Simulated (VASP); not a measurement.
# Si5Ge (P-3m1) in VASP: single point with PBE

Aim: the single point of Si5Ge with PBE.

Program: VASP 6.6.1. These are calculated values, not measurements. Logs are shortened: lines on timing, memory, paths and dates and some standing lists are left out, and cuts for length are marked.

### Step 1. The cell of the first run

It takes space group P-3m1 (No. 164, trigonal). The conventional cell has a = 2.862 Å, b = 2.862 Å, c = 13.175 Å, α = 90.00°, β = 90.00°, γ = 120.00°. Within 3.5 Å of Si (site symmetry 3m) lie 12 Si at 2.64 to 2.86 Å. Si (site symmetry 3m) has 9 Si at 2.64 to 2.86 Å and 3 Ge at 2.97 Å within 3.5 Å. Si (site symmetry -3m) has 12 Si at 2.64 to 2.86 Å within 3.5 Å. Within 3.8 Å of Ge (site symmetry -3m) lie 6 Ge at 2.86 Å and 6 Si at 2.97 Å.

### Step 2. Single point, PBE

The input, INCAR:

```
PREC = Accurate ; ENCUT = 520
EDIFF = 1E-6 ; ISMEAR = 0
SIGMA = 0.1 ; LREAL = F
LASPH = T ; NELM = 100
ALGO = Normal ; ISIF = 2
LWAVE = F ; LCHARG = T
GGA = PE ; LELF = T
LVHAR = T ; NBANDS = 26
```

The input, KPOINTS:

```
Automatic mesh
0
Gamma
  18 18 4
```

The input, POSCAR:

```
Si5Ge
1.0
    2.8615348273      0.0000000000      0.0000000000
   -1.4307674136      2.4781618542      0.0000000000
    0.0000000000      0.0000000000     13.1754124393
Si Ge
5 1
Direct
    0.6666666667      0.3333333333      0.6559677511
    0.3333333333      0.6666666667      0.8126946356
    0.6666666667      0.3333333333      0.1873053644
    0.3333333333      0.6666666667      0.3440322489
    0.0000000000      0.0000000000      0.5000000000
    0.0000000000      0.0000000000      0.0000000000
```

Potentials or basis: VASP PAW PBE potentials, release 64 (Si, Ge_d).

On the command line:

```sh
> cat potpaw_PBE.64/Si/POTCAR potpaw_PBE.64/Ge_d/POTCAR > POTCAR
> mpirun -np 1 vasp_std > vasp.out
```

OUTCAR:

```text
PREC = Accurate
   ENCUT = 520
   EDIFF = 1E-6
   ISMEAR = 0
   LREAL = F
   LASPH = T
   NELM = 100
   ISIF = 2
   GGA = PE

 ion  position               nearest neighbor table
   1  0.667  0.333  0.656-   5 2.64   5 2.64   5 2.64   2 2.64   2 2.64   2 2.64
   2  0.333  0.667  0.813-   1 2.64   1 2.64   1 2.64   6 2.97   6 2.97   6 2.97
   3  0.667  0.333  0.187-   4 2.64   4 2.64   4 2.64   6 2.97   6 2.97   6 2.97
   4  0.333  0.667  0.344-   5 2.64   5 2.64   5 2.64   3 2.64   3 2.64   3 2.64
   5  0.000  0.000  0.500-   1 2.64   4 2.64   4 2.64   1 2.64   1 2.64   4 2.64
   6  0.000  0.000  0.000-   2 2.97   3 2.97   2 2.97   3 2.97   3 2.97   2 2.97

  LATTYP: Found a hexagonal cell.
 ALAT       =     2.8615348273
 C/A-ratio  =     4.6043166463

  Lattice vectors:

 A1 = (   2.8615348273,   0.0000000000,   0.0000000000)
 A2 = (  -1.4307674136,   2.4781618542,   0.0000000000)
 A3 = (   0.0000000000,   0.0000000000,  13.1754124393)

Analysis of symmetry for initial positions (statically):
=====================================================================
 Subroutine PRICEL returns:
 Original cell was already a primitive cell.

 Routine SETGRP: Setting up the symmetry group for a
 hexagonal supercell.

 Subroutine GETGRP returns: Found 12 space group operations
 (whereof 12 operations were pure point group operations)
 out of a pool of 24 trial point group operations.

The static configuration has the point symmetry D_3d.

Analysis of symmetry for dynamics (positions and initial velocities):
=====================================================================
 Subroutine PRICEL returns:
 Original cell was already a primitive cell.

 Routine SETGRP: Setting up the symmetry group for a
 hexagonal supercell.

 Subroutine GETGRP returns: Found 12 space group operations
 (whereof 12 operations were pure point group operations)
 out of a pool of 24 trial point group operations.

The dynamic configuration has the point symmetry D_3d.

 Subroutine INISYM returns: Found 12 space group operations
 (whereof 12 operations are pure point group operations),
 and found     1 'primitive' translations

----------------------------------------------------------------------------------------

                                     Primitive cell

  volume of cell :      93.4314

  direct lattice vectors                    reciprocal lattice vectors
     2.861534827  0.000000000  0.000000000     0.349462809  0.201762447  0.000000000
    -1.430767414  2.478161854  0.000000000     0.000000000  0.403524894  0.000000000
     0.000000000  0.000000000 13.175412439     0.000000000  0.000000000  0.075898952

  length of vectors
     2.861534827  2.861534827 13.175412439     0.403524894  0.403524894  0.075898952

  position of ions in fractional coordinates (direct lattice)
     0.666666667  0.333333333  0.655967751
     0.333333333  0.666666667  0.812694636
     0.666666667  0.333333333  0.187305364
     0.333333333  0.666666667  0.344032249
     0.000000000  0.000000000  0.500000000
     0.000000000  0.000000000  0.000000000

  ion indices of the primitive-cell ions
   primitive index   ion index
                 1           1
                 2           2
                 3           3
                 4           4
                 5           5
                 6           6

----------------------------------------------------------------------------------------

 KPOINTS: Automatic mesh

Automatic generation of k-mesh.
 Grid dimensions read from file:
 generate k-points for:   18   18    4

 Generating k-lattice:

  Cartesian coordinates                     Fractional coordinates (reciprocal lattice)
     0.019414601  0.011209025  0.000000000     0.055555556 -0.000000000  0.000000000
     0.000000000  0.022418050  0.000000000     0.000000000  0.055555556  0.000000000
     0.000000000  0.000000000  0.018974738     0.000000000  0.000000000  0.250000000

  Length of vectors
     0.022418050  0.022418050  0.018974738

  Shift w.r.t. Gamma in fractional coordinates (k-lattice)
     0.000000000  0.000000000  0.000000000

 Subroutine IBZKPT returns following result:
 ===========================================

 Found    138 irreducible k-points:

 Following reciprocal coordinates:
            Coordinates               Weight
  0.000000  0.000000  0.000000      1.000000
  0.055556 -0.000000  0.000000      6.000000
  0.111111 -0.000000  0.000000      6.000000
  0.166667 -0.000000  0.000000      6.000000
  0.222222 -0.000000  0.000000      6.000000
  0.277778 -0.000000  0.000000      6.000000
[... 16 lines left out ...]
  0.333333  0.111111  0.000000     12.000000
  0.388889  0.111111  0.000000     12.000000
 [... further k-points ...]
   k-points           NKPTS =    138   k-points in BZ     NKDIM =    138   number of bands    NBANDS=     26
   number of dos      NEDOS =    301   number of ions     NIONS =      6
   total plane-waves  NPLWV =  56448
   dimension x,y,z NGX =    24 NGY =   24 NGZ =   98
   dimension x,y,z NGXF=    48 NGYF=   48 NGZF=  196
   ions per type =               5   1
   NGX,Y,Z   is equivalent  to a cutoff of  13.94, 13.94, 12.37 a.u.
   NGXF,Y,Z  is equivalent  to a cutoff of  27.89, 27.89, 24.73 a.u.
 SYSTEM =  unknown system
   PREC   = accura    normal or accurate (medium, high low for compatibility)
   ISTART =      0    job   : 0-new  1-cont  2-samecut
   ICHARG =      2    charge: 1-file 2-atom 10-const
   ISPIN  =      1    spin polarized calculation?
   LNONCOLLINEAR =      F non collinear calculations
   LSORBIT =      F    spin-orbit coupling
   LASPH  =      T    aspherical Exc in radial PAW
   ENCUT  =  520.0 eV  38.22 Ry    6.18 a.u.   5.32  5.32 24.50*2*pi/ulx,y,z
   NELM   =    100;   NELMIN=  2; NELMDL= -5     # of ELM steps
   EDIFF  = 0.1E-05   stopping-criterion for ELM
   LREAL  =      F    real-space projection
   EDIFFG = 0.1E-04   stopping-criterion for IOM
   NSW    =      0    number of steps for IOM
   IBRION =     -1    ionic relax: 0-MD 1-quasi-New 2-CG
   NFREE  =      0    steps in history (QN), initial steepest desc. (CG)
   ISIF   =      2    stress and relaxation
   ISYM   =      2    0-nonsym 1-usesym 2-fastsym
   POTIM  = 0.5000    time-step for ionic-motion
   TEBEG  =    0.0;   TEEND  =   0.0 temperature during run
   PSTRESS=    0.0 pullay stress
   NELECT =      34.0000    total number of electrons
   NUPDOWN=      -1.0000    fix difference up-down
   EMIN   =  10.00;   EMAX   =-10.00  energy-range for DOS
   EFERMI =   0.00;   METHOD = LEGACY
   ISMEAR =     0;   SIGMA  =   0.10  broadening in eV -4-tet -1-fermi 0-gaus
   EFERMI_NEDOS =   21; number of points for ismear=-14 and -15
   IALGO  =     38    algorithm
   IMIX   =      4    mixing-type and parameters
     AMIX     =   0.40;   BMIX     =  1.00
     AMIX_MAG =   1.60;   BMIX_MAG =  1.00
  volume/ion in A,a.u.               =      15.57       105.08
  Fermi-wavevector in a.u.,A,eV,Ry     =   1.168791  2.208695 18.586541  1.366072
  Thomas-Fermi vector in A             =   2.305273
   LORBIT       =      0    0 simple, 1 ext, 2 COOP (PROOUT), +10 PAW based schemes
   GGA     = PE    functional components
   LHFCALC =     F    Hartree Fock is set to
   AEXX    =    0.0000 exact exchange contribution
   IVDW    =     0    specifies the selected vdW correction
   LEPSILON=     F    determine dielectric tensor
   LRPA    =     F    only Hartree local field effects (RPA)
 non-spin polarized calculation
 Gauss-broadening in eV      SIGMA  =   0.10
  energy-cutoff  :      520.00
  volume of cell :       93.43
 maximum number of plane-waves:      2545
 NGX is ok and might be reduce to    24
   NGX = 11   NGY = 11   NGZ = 49

 number of electron      34.0000003 magnetization

 Free energy of the ion-electron system (eV)
  ---------------------------------------------------
  ext. energy  EPLUGINS =         0.00000000
  ---------------------------------------------------
  free energy    TOTEN  =       -28.44876260 eV

  energy without entropy =      -28.43734850  energy(sigma->0) =      -28.44305555

 E-fermi :   9.1663     XC(G=0): -11.1131

 val. band max:        9.1441421258   @ k =   0.4444   0.0556   0.2500
 cond. band min:       9.1758498736   @ k =   0.2222   0.2222   0.2500
 fundamental gap:      0.0317077479
 Fermi energy:         9.1662904211

 k-point     1 :       0.0000    0.0000    0.0000
  band No.  band energies     occupation
      1     -15.6873      2.00000
      2     -15.6643      2.00000
      3     -15.6643      2.00000
      4     -15.5899      2.00000
      5     -15.5899      2.00000
      6      -4.9759      2.00000
[... 18 lines left out ...]
     25      17.6645      0.00000
     26      17.6645      0.00000

 k-point     2 :       0.0556   -0.0000    0.0000
  band No.  band energies     occupation
      1     -15.6850      2.00000
      2     -15.6649      2.00000
      3     -15.6605      2.00000
      4     -15.5921      2.00000
      5     -15.5904      2.00000
      6      -4.9031      2.00000
[... 18 lines left out ...]
     25      17.5842      0.00000
     26      18.1309      0.00000

 k-point     3 :       0.1111   -0.0000    0.0000
  band No.  band energies     occupation
      1     -15.6811      2.00000
      2     -15.6641      2.00000
      3     -15.6497      2.00000
      4     -15.5984      2.00000
      5     -15.5917      2.00000
      6      -4.6847      2.00000
[... 572 lines left out ...]
 k-point    23 :       0.3333    0.1111    0.0000
  band No.  band energies     occupation
      1     -15.6966      2.00000
      2     -15.6511      2.00000
      3     -15.6087      2.00000
      4     -15.6008      2.00000
      5     -15.5549      2.00000
      6      -1.2306      2.00000
[... 18 lines left out ...]
     25      12.4000      0.00000
     26      12.8685      0.00000

 k-point    24 :       0.3889    0.1111    0.0000
  band No.  band energies     occupation
      1     -15.7004      2.00000
      2     -15.6563      2.00000
      3     -15.6105      2.00000
      4     -15.5883      2.00000
      5     -15.5493      2.00000
      6      -0.1725      2.00000
[... 18 lines left out ...]
     25      12.8953      0.00000
     26      13.2725      0.00000

 [... further k-points ...]

------------------------ aborting loop because EDIFF is reached ----------------------------------------

  FORCE on cell =-STRESS in cart. coord.  units (eV):
  Direction    XX          YY          ZZ          XY          YZ          ZX
  --------------------------------------------------------------------------------------
  -------------------------------------------------------------------------------------
  Total       -0.0178902     -0.0178902     -0.0312057     -0.0000000      0.0000000      0.0000000
  in kB       -0.3067841     -0.3067841     -0.5351201     -0.0000000      0.0000000      0.0000000
  external PRESSURE =      -0.3828961 kB  Pullay stress =       0.0000000 kB

 VOLUME and BASIS-vectors are now :
 -----------------------------------------------------------------------------
  energy-cutoff  :      520.00
  volume of cell :       93.43
      direct lattice vectors                 reciprocal lattice vectors
     2.861534827  0.000000000  0.000000000     0.349462809  0.201762447  0.000000000
    -1.430767414  2.478161854  0.000000000     0.000000000  0.403524894  0.000000000
     0.000000000  0.000000000 13.175412439     0.000000000  0.000000000  0.075898952

 POSITION                                       TOTAL-FORCE (eV/Angst)
 -----------------------------------------------------------------------------------
      1.43077      0.82605      8.64265         0.000000      0.000000      0.001243
     -0.00000      1.65211     10.70759        -0.000000      0.000000     -0.005628
      1.43077      0.82605      2.46783         0.000000      0.000000      0.005628
     -0.00000      1.65211      4.53277        -0.000000     -0.000000     -0.001243
      0.00000      0.00000      6.58771         0.000000      0.000000      0.000000
      0.00000      0.00000      0.00000         0.000000      0.000000      0.000000
 -----------------------------------------------------------------------------------
    total drift:                               -0.000000      0.000000     -0.000000

  FREE ENERGIE OF THE ION-ELECTRON SYSTEM (eV)
  ---------------------------------------------------
  free  energy   TOTEN  =       -28.4487626009 eV

  energy  without entropy=      -28.4373484951  energy(sigma->0) =      -28.44305555
```

Wall time 6.3 min (1 thread of Intel Xeon 6975P-C (Granite Rapids), shared host); peak memory 0.41 GiB.

What came out:

* Free energy: -28.4488 eV
* Pressure: 0.0 GPa
* Largest force: 0.006 eV/Å
* Band gap on the k mesh: zero (band 17 reaches 15.72 eV, above the bottom of band 18 at 6.31 eV)

Forces on the atoms (eV/Å):
```
Si   0.000  0.000  0.001
Si   0.000  0.000 -0.006
Si   0.000  0.000  0.006
Si   0.000  0.000 -0.001
Si   0.000  0.000  0.000
Ge   0.000  0.000  0.000
```
